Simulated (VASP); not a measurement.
## CoO: single point with PBEsol

The system is CoO.

```
Co O
1.0
     2.57246    0.00000    0.00000
     0.00000    2.57246    0.00000
     0.00000    0.00000    2.57246
Co O
1 1
Cartesian
  0.0000 0.0000 0.0000
  1.2862 1.2862 1.2862
```

| Quantity | Value |
| --- | --- |
| Program | VASP 6.6.1 |
| Task | single point |
| Functional | PBEsol |
| Potentials or basis | VASP PAW PBE potentials, release 64 (Co, O) |
| Cutoff | 520 eV |
| k mesh | 16 × 16 × 16 |
| Occupations | gaussian, width 0.1 eV |
| Spin | collinear spin, ferromagnetic start |
| Starting moments | [2.72, 0.53] μB |
| Fixed moment | 3 μB |

```
Pressure                                              : -0.6 GPa
Net moment                                            : 3.00 μB per cell
Site moments                                          : Co +2.48; O +0.46 μB
Valence electrons inside the program's atomic spheres : Co 7.90; O 4.92
```

It took 34 s on 1 thread of Intel(R) Xeon(R) 6975P-C (Granite Rapids) (shared host), peak memory 0.19 GiB.

Caveat: the PAW data sets were made with another functional, which shifts forces and pressure a little; the total moment is fixed, so each spin has its own Fermi level and the state may be an excited one; a cell with one magnetic atom can't hold antiferromagnetic order, which such compounds often take.
